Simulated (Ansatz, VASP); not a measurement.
Two plane-wave programs on Hf4Cl3

```
Hf Cl
1.0
     0.00000    4.51310    4.51310
     4.51310    0.00000    4.51310
     4.51310    4.51310    0.00000
Hf Cl
4 3
Direct
  0.15499 0.15499 0.15499
  0.15499 0.15499 0.53504
  0.15499 0.53504 0.15499
  0.53504 0.15499 0.15499
  0.75000 0.75000 0.75000
  0.00000 0.00000 0.00000
  0.50000 0.50000 0.50000
```

Alike in both runs: task relaxation of cell and atoms; functional PBE; k mesh 3 × 3 × 3; occupations gaussian, width 0.2 eV; no spin polarisation.

```csv
,VASP,Ansatz
version,VASP 6.6.1,Ansatz 0.2.0
potentials or method,"VASP PAW PBE potentials, release 64 (Hf_pv, Cl), cutoff 500 eV","scalar-relativistic, plane waves, PAW"
valence electrons in the cell,61,125
```

VASP gave:

* gap on the k mesh at the Fermi level, each at its own relaxed structure (eV): none
* relaxed volume (Å³/atom): 34.61
* relaxed cell length with the largest relative difference (Å): 6.998

**Question.** Estimate Ansatz's values.

**Answer.** gap on the k mesh at the Fermi level, each at its own relaxed structure (eV): none; relaxed volume (Å³/atom): 34.43; relaxed cell length with the largest relative difference (Å): 6.985.

A gap of «none» marks a metal or a gap that the smearing closes. VASP's potentials hold 61 valence electrons a cell and Ansatz's 125, so a difference there can come from the potentials and not from the codes.

The k mesh is coarse, so the values compare programs but aren't converged. Spin-orbit coupling is off throughout. Noted on VASP's run: the volume moved by over 15 % at a fixed basis, so the end points are rough.
